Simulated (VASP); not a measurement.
# ZrS (Immm) in VASP: further runs

Runs on ZrS. Level: PBEsol. Tasks: single point.

Everything below comes from runs of VASP 6.6.1. Logs are shortened: lines on timing, memory, paths and dates and some standing lists are left out, and cuts for length are marked.

## (1) The cell of the first run

Symmetry: Immm, No. 71, orthorhombic system. The conventional cell has a = 3.413 Å, b = 3.893 Å, c = 5.166 Å, α = 90.00°, β = 90.00°, γ = 90.00°. Zr (site symmetry mmm) has 6 S at 2.58 to 2.59 Å within 3.4 Å. S (site symmetry mmm) has 6 Zr at 2.58 to 2.59 Å within 3.4 Å.

## (2) Single point, PBEsol (strain +0.1312 x Voigt [0, 0, 0, 0, 0, 1])

INCAR reads:

```
SYSTEM = ZrS
PREC = Accurate
ENCUT = 520
EDIFF = 1E-6
ISMEAR = 0
SIGMA = 0.15
LREAL = .False.
LASPH = .True.
NELM = 100
ALGO = Normal
ISIF = 2
LWAVE = .False.
LCHARG = .False.
GGA = PS
NBANDS = 16
```

KPOINTS reads:

```
regular mesh
0
Gamma
  20 20 20
  0 0 0
```

POSCAR reads:

```
ZrS
1.0
    0.1694497430      2.5830753500      2.5830753500
    2.5830753500      0.1694497430      2.5830753500
    2.7525250930      2.7525250930      0.0000000000
Zr S
1 1
Direct
    0.0000000000      0.0000000000      0.0000000000
    0.5000000000      0.5000000000      0.5000000000
```

Potentials or basis: VASP PAW PBE potentials, release 64 (Zr_sv, S).

The run is started by

```bash
$ cat potpaw_PBE.64/Zr_sv/POTCAR potpaw_PBE.64/S/POTCAR > POTCAR
$ mpirun -np 1 vasp_std > vasp.out
```

OUTCAR:

```text
SYSTEM = ZrS
   PREC = Accurate
   ENCUT = 520
   EDIFF = 1E-6
   ISMEAR = 0
   LREAL = .False.
   LASPH = .True.
   NELM = 100
   ISIF = 2
   GGA = PS

 ion  position               nearest neighbor table
   1  0.000  0.000  0.000-   2 2.58   2 2.58   2 2.59   2 2.59   2 2.59   2 2.59
   2  0.500  0.500  0.500-   1 2.58   1 2.58   1 2.59   1 2.59   1 2.59   1 2.59

  LATTYP: Found a body centered orthorhombic cell.
 ALAT       =     3.4133820679
 B/A-ratio  =     1.1404109589
 C/A-ratio  =     1.5134991036

  Lattice vectors:

 A1 = (   2.5830753500,   0.1694497430,  -2.5830753500)
 A2 = (  -2.5830753500,  -0.1694497430,  -2.5830753500)
 A3 = (   0.1694497430,   2.5830753500,   2.5830753500)

Analysis of symmetry for initial positions (statically):
=====================================================================
 Subroutine PRICEL returns:
 Original cell was already a primitive cell.

 Routine SETGRP: Setting up the symmetry group for a
 body centered orthorhombic supercell.

 Subroutine GETGRP returns: Found  8 space group operations
 (whereof  8 operations were pure point group operations)
 out of a pool of  8 trial point group operations.

The static configuration has the point symmetry D_2h.

Analysis of symmetry for dynamics (positions and initial velocities):
=====================================================================
 Subroutine PRICEL returns:
 Original cell was already a primitive cell.

 Routine SETGRP: Setting up the symmetry group for a
 body centered orthorhombic supercell.

 Subroutine GETGRP returns: Found  8 space group operations
 (whereof  8 operations were pure point group operations)
 out of a pool of  8 trial point group operations.

The dynamic configuration has the point symmetry D_2h.

 Subroutine INISYM returns: Found  8 space group operations
 (whereof  8 operations are pure point group operations),
 and found     1 'primitive' translations

----------------------------------------------------------------------------------------

                                     Primitive cell

  volume of cell :      34.3217

  direct lattice vectors                    reciprocal lattice vectors
     0.169449743  2.583075350  2.583075350    -0.207157232  0.207157232  0.193567718
     2.583075350  0.169449743  2.583075350     0.207157232 -0.207157232  0.193567718
     2.752525093  2.752525093  0.000000000     0.181651387  0.181651387 -0.193567718

  length of vectors
     3.656948146  3.656948146  3.892658317     0.351136297  0.351136297  0.321656515

  position of ions in fractional coordinates (direct lattice)
     0.000000000  0.000000000  0.000000000
     0.500000000  0.500000000  0.500000000

  ion indices of the primitive-cell ions
   primitive index   ion index
                 1           1
                 2           2

----------------------------------------------------------------------------------------

 KPOINTS: regular mesh

Automatic generation of k-mesh.
 Grid dimensions read from file:
 generate k-points for:   20   20   20

 Generating k-lattice:

  Cartesian coordinates                     Fractional coordinates (reciprocal lattice)
    -0.010357862  0.010357862  0.009678386     0.050000000  0.000000000  0.000000000
     0.010357862 -0.010357862  0.009678386     0.000000000  0.050000000  0.000000000
     0.009082569  0.009082569 -0.009678386     0.000000000  0.000000000  0.050000000

  Length of vectors
     0.017556815  0.017556815  0.016082826

  Shift w.r.t. Gamma in fractional coordinates (k-lattice)
     0.000000000  0.000000000  0.000000000

 Subroutine IBZKPT returns following result:
 ===========================================

 Found   1166 irreducible k-points:

 Following reciprocal coordinates:
            Coordinates               Weight
  0.000000  0.000000  0.000000      1.000000
  0.050000  0.000000  0.000000      4.000000
  0.100000 -0.000000  0.000000      4.000000
  0.150000  0.000000  0.000000      4.000000
  0.200000 -0.000000  0.000000      4.000000
  0.250000  0.000000  0.000000      4.000000
[... 16 lines left out ...]
 -0.400000  0.050000  0.000000      4.000000
 -0.350000  0.050000  0.000000      4.000000
 [... further k-points ...]
   k-points           NKPTS =   1166   k-points in BZ     NKDIM =   1166   number of bands    NBANDS=     16
   number of dos      NEDOS =    301   number of ions     NIONS =      2
   total plane-waves  NPLWV =  23520
   dimension x,y,z NGX =    28 NGY =   28 NGZ =   30
   dimension x,y,z NGXF=    56 NGYF=   56 NGZF=   60
   ions per type =               1   1
   NGX,Y,Z   is equivalent  to a cutoff of  12.73, 12.73, 12.81 a.u.
   NGXF,Y,Z  is equivalent  to a cutoff of  25.46, 25.46, 25.62 a.u.
 SYSTEM =  ZrS
   PREC   = accura    normal or accurate (medium, high low for compatibility)
   ISTART =      0    job   : 0-new  1-cont  2-samecut
   ICHARG =      2    charge: 1-file 2-atom 10-const
   ISPIN  =      1    spin polarized calculation?
   LNONCOLLINEAR =      F non collinear calculations
   LSORBIT =      F    spin-orbit coupling
   LASPH  =      T    aspherical Exc in radial PAW
   ENCUT  =  520.0 eV  38.22 Ry    6.18 a.u.   6.80  6.80  7.24*2*pi/ulx,y,z
   NELM   =    100;   NELMIN=  2; NELMDL= -5     # of ELM steps
   EDIFF  = 0.1E-05   stopping-criterion for ELM
   LREAL  =      F    real-space projection
   EDIFFG = 0.1E-04   stopping-criterion for IOM
   NSW    =      0    number of steps for IOM
   IBRION =     -1    ionic relax: 0-MD 1-quasi-New 2-CG
   NFREE  =      0    steps in history (QN), initial steepest desc. (CG)
   ISIF   =      2    stress and relaxation
   ISYM   =      2    0-nonsym 1-usesym 2-fastsym
   POTIM  = 0.5000    time-step for ionic-motion
   TEBEG  =    0.0;   TEEND  =   0.0 temperature during run
   PSTRESS=    0.0 pullay stress
   NELECT =      18.0000    total number of electrons
   NUPDOWN=      -1.0000    fix difference up-down
   EMIN   =  10.00;   EMAX   =-10.00  energy-range for DOS
   EFERMI =   0.00;   METHOD = LEGACY
   ISMEAR =     0;   SIGMA  =   0.15  broadening in eV -4-tet -1-fermi 0-gaus
   EFERMI_NEDOS =   21; number of points for ismear=-14 and -15
   IALGO  =     38    algorithm
   IMIX   =      4    mixing-type and parameters
     AMIX     =   0.40;   BMIX     =  1.00
     AMIX_MAG =   1.60;   BMIX_MAG =  1.00
  volume/ion in A,a.u.               =      17.16       115.81
  Fermi-wavevector in a.u.,A,eV,Ry     =   1.320210  2.494835 23.714323  1.742954
  Thomas-Fermi vector in A             =   2.450052
   LORBIT       =      0    0 simple, 1 ext, 2 COOP (PROOUT), +10 PAW based schemes
   GGA     = PS    functional components
   LHFCALC =     F    Hartree Fock is set to
   AEXX    =    0.0000 exact exchange contribution
   IVDW    =     0    specifies the selected vdW correction
   LEPSILON=     F    determine dielectric tensor
   LRPA    =     F    only Hartree local field effects (RPA)
 non-spin polarized calculation
 Gauss-broadening in eV      SIGMA  =   0.15
  energy-cutoff  :      520.00
  volume of cell :       34.32
 maximum number of plane-waves:       946
   NGX = 13   NGY = 13   NGZ = 15

 number of electron      18.0000000 magnetization

 Free energy of the ion-electron system (eV)
  ---------------------------------------------------
  ext. energy  EPLUGINS =         0.00000000
  ---------------------------------------------------
  free energy    TOTEN  =       -16.46997295 eV

  energy without entropy =      -16.45525489  energy(sigma->0) =      -16.46261392

 E-fermi :  11.2259     XC(G=0): -11.7203

 val. band max:       11.2243417544   @ k =   0.3000   0.3000   0.2500
 cond. band min:      11.2259629888   @ k =  -0.2500  -0.4000   0.4000
 fundamental gap:      0.0016212343
 Fermi energy:        11.2259352924

 k-point     1 :       0.0000    0.0000    0.0000
  band No.  band energies     occupation
      1     -38.5180      2.00000
      2     -16.5890      2.00000
      3     -16.5275      2.00000
      4     -16.4039      2.00000
      5      -4.7923      2.00000
      6       7.4535      2.00000
[... 8 lines left out ...]
     15      18.5403      0.00000
     16      23.2789      0.00000

 k-point     2 :       0.0500    0.0000    0.0000
  band No.  band energies     occupation
      1     -38.5169      2.00000
      2     -16.5896      2.00000
      3     -16.5315      2.00000
      4     -16.4147      2.00000
      5      -4.7537      2.00000
      6       7.2871      2.00000
[... 8 lines left out ...]
     15      18.6970      0.00000
     16      23.2661      0.00000

 k-point     3 :       0.1000   -0.0000    0.0000
  band No.  band energies     occupation
      1     -38.5136      2.00000
      2     -16.5913      2.00000
      3     -16.5454      2.00000
      4     -16.4435      2.00000
      5      -4.6403      2.00000
      6       6.8992      2.00000
[... 8 lines left out ...]
     15      19.1239      0.00000
     16      23.2120      0.00000

 k-point     4 :       0.1500    0.0000    0.0000
  band No.  band energies     occupation
      1     -38.5084      2.00000
      2     -16.5941      2.00000
      3     -16.5763      2.00000
      4     -16.4783      2.00000
      5      -4.4595      2.00000
      6       6.4402      2.00000
[... 8 lines left out ...]
     15      19.6652      0.00000
     16      22.6636      0.00000
[... 324 lines left out ...]
 k-point    22 :      -0.4500    0.0500    0.0000
  band No.  band energies     occupation
      1     -38.4713      2.00000
      2     -16.9283      2.00000
      3     -16.6135      2.00000
      4     -16.5722      2.00000
      5      -2.9279      2.00000
      6       3.0600      2.00000
[... 8 lines left out ...]
     15      17.7935      0.00000
     16      18.1886      0.00000

 k-point    23 :      -0.4000    0.0500    0.0000
  band No.  band energies     occupation
      1     -38.4734      2.00000
      2     -16.9061      2.00000
      3     -16.6092      2.00000
      4     -16.5702      2.00000
      5      -3.0525      2.00000
      6       3.2631      2.00000
[... 8 lines left out ...]
     15      17.8261      0.00000
     16      18.6923      0.00000

 k-point    24 :      -0.3500    0.0500    0.0000
  band No.  band energies     occupation
      1     -38.4777      2.00000
      2     -16.8634      2.00000
      3     -16.6044      2.00000
      4     -16.5649      2.00000
      5      -3.2659      2.00000
      6       3.6387      2.00000
[... 8 lines left out ...]
     15      18.5870      0.00000
     16      19.3454      0.00000

 [... further k-points ...]

------------------------ aborting loop because EDIFF is reached ----------------------------------------

  FORCE on cell =-STRESS in cart. coord.  units (eV):
  Direction    XX          YY          ZZ          XY          YZ          ZX
  --------------------------------------------------------------------------------------
  -------------------------------------------------------------------------------------
  Total        0.2931655      0.2931655      0.0690514     -0.6857992      0.0000000      0.0000000
  in kB       13.6853268     13.6853268      3.2234028    -32.0139537      0.0000000      0.0000000
  external PRESSURE =      10.1980188 kB  Pullay stress =       0.0000000 kB

 VOLUME and BASIS-vectors are now :
 -----------------------------------------------------------------------------
  energy-cutoff  :      520.00
  volume of cell :       34.32
      direct lattice vectors                 reciprocal lattice vectors
     0.169449743  2.583075350  2.583075350    -0.207157232  0.207157232  0.193567718
     2.583075350  0.169449743  2.583075350     0.207157232 -0.207157232  0.193567718
     2.752525093  2.752525093  0.000000000     0.181651387  0.181651387 -0.193567718

 POSITION                                       TOTAL-FORCE (eV/Angst)
 -----------------------------------------------------------------------------------
      0.00000      0.00000      0.00000         0.000000     -0.000000     -0.000000
      2.75253      2.75253      2.58308        -0.000000      0.000000      0.000000
 -----------------------------------------------------------------------------------
    total drift:                                0.000000      0.000000      0.000000

  FREE ENERGIE OF THE ION-ELECTRON SYSTEM (eV)
  ---------------------------------------------------
  free  energy   TOTEN  =       -16.4699729491 eV

  energy  without entropy=      -16.4552548889  energy(sigma->0) =      -16.46261392
```

It took 5.3 min on 1 thread of Intel Xeon Platinum 8488C (Sapphire Rapids), shared host; peak memory 0.68 GiB.

Results:

- Free energy: -16.4700 eV
- Pressure: 1.0 GPa
- Band gap on the k mesh: zero (band 9 reaches 12.63 eV, above the bottom of band 10 at 9.55 eV)

Stress tensor (GPa, compression positive):
```
 1.37 -3.20  0.00
-3.20  1.37  0.00
 0.00  0.00  0.32
```

Levels at points of the mesh, in eV from the Fermi level:
```
           k point  band 6  band 7  band 8  band 9  band 10  band 11  band 12  band 13
(0.00, 0.00, 0.00)   -3.77   -3.52   -2.99   -2.10    -1.61    -0.65    -0.64    -0.51
(0.50, 0.00, 0.00)   -8.24   -6.65   -6.09    1.40     1.43     1.80     3.12     5.23
(0.50, 0.50, 0.00)   -6.30   -4.92   -3.79   -3.63     0.74     2.60     2.64     3.02
(0.00, 0.00, 0.50)   -8.26   -6.11   -5.32    0.47     1.95     2.12     2.25     5.52
(0.50, 0.00, 0.50)   -6.35   -4.44   -4.40   -3.65     0.37     1.88     2.52     3.31
```

Caveat: the cell differs from its parent crystal (strain +0.1312 x Voigt [0, 0, 0, 0, 0, 1]); the PAW data sets were made with another functional, which shifts forces and pressure a little.

## (3) Single point, PBEsol (strain -0.1500 x Voigt [0, 0, 0, 0, 0, 1])

INCAR reads:

```
PREC = Accurate
ENCUT = 520
EDIFF = 1E-6
ISMEAR = 0
SIGMA = 0.15
LREAL = False
LASPH = True
NELM = 100
ALGO = Normal
ISIF = 2
LWAVE = False
LCHARG = False
GGA = PS
NBANDS = 16
```

KPOINTS reads:

```
Automatic mesh
0
Gamma
  20 20 20
```

POSCAR reads:

```
ZrS
1.0
   -0.1937306512      2.5830753500      2.5830753500
    2.5830753500     -0.1937306512      2.5830753500
    2.3893446988      2.3893446988      0.0000000000
Zr S
1 1
Direct
    0.0000000000      0.0000000000      0.0000000000
    0.5000000000      0.5000000000      0.5000000000
```

Potentials or basis: VASP PAW PBE potentials, release 64 (Zr_sv, S).

The run is started by

```bash
$ cat potpaw_PBE.64/Zr_sv/POTCAR potpaw_PBE.64/S/POTCAR > POTCAR
$ mpirun -np 1 vasp_std > vasp.out
```

It took 6.4 min on 1 thread of Intel Xeon Platinum 8488C (Sapphire Rapids), shared host; peak memory 0.68 GiB.

It converged, with:

| Quantity | Value |
| --- | --- |
| Free energy | -16.4561 eV |
| Pressure | 1.3 GPa |
| Band gap on the k mesh | zero (band 9 reaches 12.61 eV, above the bottom of band 10 at 9.53 eV) |

Stress tensor (GPa, compression positive):
```
1.72 3.39 0.00
3.39 1.72 0.00
0.00 0.00 0.37
```

Levels at points of the mesh, in eV from the Fermi level:
```csv
k point,band 7,band 8,band 9,band 10,band 11,band 12
"(0.00, 0.00, 0.00)",-3.52,-2.88,-2.18,-1.64,-0.61,-0.51
"(0.50, 0.00, 0.00)",-6.10,-5.17,0.32,2.02,2.16,2.31
"(0.50, 0.50, 0.00)",-4.97,-3.66,-3.62,0.81,2.62,2.67
"(0.00, 0.00, 0.50)",-6.69,-6.07,1.38,1.39,1.80,3.33
"(0.50, 0.00, 0.50)",-4.42,-4.37,-3.64,0.32,1.80,2.50
```

Caveat: the cell differs from its parent crystal (strain -0.1500 x Voigt [0, 0, 0, 0, 0, 1]); the PAW data sets were made with another functional, which shifts forces and pressure a little.

## (4) Single point, PBEsol (strain +0.1125 x Voigt [0, 0, 0, 0, 0, 1])

INCAR reads:

```
  PREC = Accurate
  ENCUT = 520
  EDIFF = 1E-7
  ISMEAR = 0
  SIGMA = 0.15
  LREAL = False
  LASPH = True
  NELM = 100
  ALGO = Normal
  ISIF = 2
  LWAVE = False
  LCHARG = False
  GGA = PS
  NBANDS = 16
```

KPOINTS reads:

```
regular mesh
0
Gamma
  20 20 20
```

POSCAR reads:

```
ZrS
1.0
    0.1452979884      2.5830753500      2.5830753500
    2.5830753500      0.1452979884      2.5830753500
    2.7283733384      2.7283733384      0.0000000000
Zr S
1 1
Direct
    0.0000000000      0.0000000000      0.0000000000
    0.5000000000      0.5000000000      0.5000000000
```

The run is started by

```bash
$ cat potpaw_PBE.64/Zr_sv/POTCAR potpaw_PBE.64/S/POTCAR > POTCAR
$ mpirun -np 1 vasp_std > vasp.out
```

Run time: 6.7 min. Hardware: 1 thread of Intel Xeon Platinum 8488C (Sapphire Rapids), shared host; peak memory 0.69 GiB.

It converged, with:

- Free energy: -16.4825 eV
- Pressure: 0.8 GPa
- Band gap on the k mesh: zero (band 9 reaches 12.64 eV, above the bottom of band 10 at 9.58 eV)

Stress tensor (GPa, compression positive):
```
 1.04 -2.85  0.00
-2.85  1.04  0.00
 0.00  0.00  0.27
```

Levels at points of the mesh, in eV from the Fermi level:
| k point | band 5 | band 6 | band 7 | band 8 | band 9 | band 10 | band 11 | band 12 | band 13 | band 14 |
| --- | --- | --- | --- | --- | --- | --- | --- | --- | --- | --- |
| (0.00, 0.00, 0.00) | -16.02 | -3.75 | -3.52 | -3.08 | -2.02 | -1.58 | -0.77 | -0.66 | -0.57 | 2.38 |
| (0.50, 0.00, 0.00) | -14.15 | -8.24 | -6.60 | -6.11 | 1.42 | 1.48 | 1.81 | 2.92 | 5.32 | 6.13 |
| (0.50, 0.50, 0.00) | -15.14 | -6.31 | -4.87 | -3.90 | -3.65 | 0.69 | 2.59 | 2.62 | 3.02 | 3.72 |
| (0.00, 0.00, 0.50) | -14.37 | -8.26 | -6.12 | -5.46 | 0.63 | 1.88 | 2.09 | 2.20 | 5.59 | 5.63 |
| (0.50, 0.00, 0.50) | -15.07 | -6.34 | -4.45 | -4.42 | -3.66 | 0.41 | 1.98 | 2.53 | 3.35 | 4.10 |

Caveat: the cell differs from its parent crystal (strain +0.1125 x Voigt [0, 0, 0, 0, 0, 1]); the PAW data sets were made with another functional, which shifts forces and pressure a little.

## (5) Single point, PBEsol (strain -0.0750 x Voigt [0, 0, 0, 0, 0, 1])

INCAR reads:

```
PREC = Accurate
ENCUT = 520
EDIFF = 1E-6
ISMEAR = 0
SIGMA = 0.15
LREAL = F
LASPH = T
NELM = 100
ALGO = Normal
ISIF = 2
LWAVE = F
LCHARG = F
GGA = PS
NBANDS = 16
```

KPOINTS is that of step 4.

POSCAR reads:

```
ZrS
1.0
   -0.0968653256      2.5830753500      2.5830753500
    2.5830753500     -0.0968653256      2.5830753500
    2.4862100244      2.4862100244      0.0000000000
Zr S
1 1
Direct
    0.0000000000      0.0000000000      0.0000000000
    0.5000000000      0.5000000000      0.5000000000
```

The run is started by

```bash
$ cat potpaw_PBE.64/Zr_sv/POTCAR potpaw_PBE.64/S/POTCAR > POTCAR
$ mpirun -np 1 vasp_std > vasp.out
```

It took 5.9 min on 1 thread of Intel Xeon Platinum 8488C (Sapphire Rapids), shared host; peak memory 0.68 GiB.

It converged, with:

```
Free energy            : -16.5023 eV
Pressure               : 0.5 GPa
Band gap on the k mesh : zero (band 9 reaches 12.67 eV, above the bottom of band 10 at 9.62 eV)
```

Stress tensor (GPa, compression positive):
```
0.58 1.98 0.00
1.98 0.58 0.00
0.00 0.00 0.28
```

Levels at points of the mesh, in eV from the Fermi level:
| k point | band 6 | band 7 | band 8 | band 9 | band 10 | band 11 | band 12 | band 13 |
| --- | --- | --- | --- | --- | --- | --- | --- | --- |
| (0.00, 0.00, 0.00) | -3.69 | -3.52 | -3.25 | -1.85 | -1.52 | -1.02 | -0.70 | -0.66 |
| (0.50, 0.00, 0.00) | -8.27 | -6.14 | -5.72 | 0.96 | 1.77 | 2.02 | 2.09 | 5.72 |
| (0.50, 0.50, 0.00) | -6.32 | -4.76 | -4.12 | -3.67 | 0.60 | 2.57 | 2.59 | 3.02 |
| (0.00, 0.00, 0.50) | -8.25 | -6.47 | -6.13 | 1.46 | 1.58 | 1.83 | 2.53 | 5.51 |
| (0.50, 0.00, 0.50) | -6.33 | -4.46 | -4.45 | -3.67 | 0.48 | 2.18 | 2.54 | 3.36 |

Caveat: the cell differs from its parent crystal (strain -0.0750 x Voigt [0, 0, 0, 0, 0, 1]); the PAW data sets were made with another functional, which shifts forces and pressure a little.

## (6) Overview

| cell | gap on the mesh (eV) | pressure (GPa) |
| --- | --- | --- |
| a = 3.657, b = 3.657, c = 3.893 Å, angles 57.8, 57.8, 55.6°, 2 atoms | none | 1.0 |
| a = 3.658, b = 3.658, c = 3.379 Å, angles 62.5, 62.5, 64.9°, 2 atoms | none | 1.3 |
| a = 3.656, b = 3.656, c = 3.859 Å, angles 58.1, 58.1, 56.3°, 2 atoms | none | 0.8 |
| a = 3.654, b = 3.654, c = 3.516 Å, angles 61.2, 61.2, 62.5°, 2 atoms | none | 0.5 |

Alike in all rows: task single point; level PBEsol; potentials or basis VASP PAW PBE potentials, release 64 (Zr_sv, S); no spin polarisation; k mesh 20 × 20 × 20; cutoff (eV) 520; smearing gaussian 0.15 eV.

Caveats: the PAW data sets were made with another functional, which shifts forces and pressure a little.

Absolute energies hang on the potentials; compare differences alone.
